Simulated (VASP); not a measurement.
A run of VASP 6.6.1:

File INCAR:

```
PREC = Accurate ; ENCUT = 520
EDIFF = 1E-6 ; ISMEAR = -1
SIGMA = 0.1 ; LREAL = F
LASPH = T ; NELM = 150
ALGO = Normal ; ISIF = 2
LWAVE = F ; LCHARG = F
ISPIN = 2 ; MAGMOM = 3.97 3.97
LORBIT = 11 ; NUPDOWN = 7.94
LMAXMIX = 6 ; LDAU = T
LDAUTYPE = 2 ; LDAUL = 3
LDAUU = 6.4 ; LDAUJ = 0
LDAUPRINT = 1 ; GGA = PE
NBANDS = 29
```

Contents of KPOINTS:

```
Automatic mesh
0
Gamma
  9 9 5
```

Contents of POSCAR:

```
Gd
1.0
    3.6290016500      0.0000000000      0.0000000000
   -1.8145008200      3.1428076200      0.0000000000
    0.0000000000      0.0000000000      5.7960000000
Gd
2
Direct
    0.3333333300      0.6666666700      0.2500000000
    0.6666666700      0.3333333300      0.7500000000
```

Potentials or basis: VASP PAW PBE potentials, release 64 (Gd).

Launch:

```bash
$ cat potpaw_PBE.64/Gd/POTCAR > POTCAR
$ mpirun -np 1 vasp_std > vasp.out
```

Hardware: 1 thread of Intel(R) Xeon(R) 6975P-C (Granite Rapids), on a shared host.

Q: Estimate the wall time of this run.

A: It took 2.4 min on 1 thread of Intel(R) Xeon(R) 6975P-C (Granite Rapids) (shared host), peak memory 0.29 GiB. Counts: scf iterations 20, k points 36.
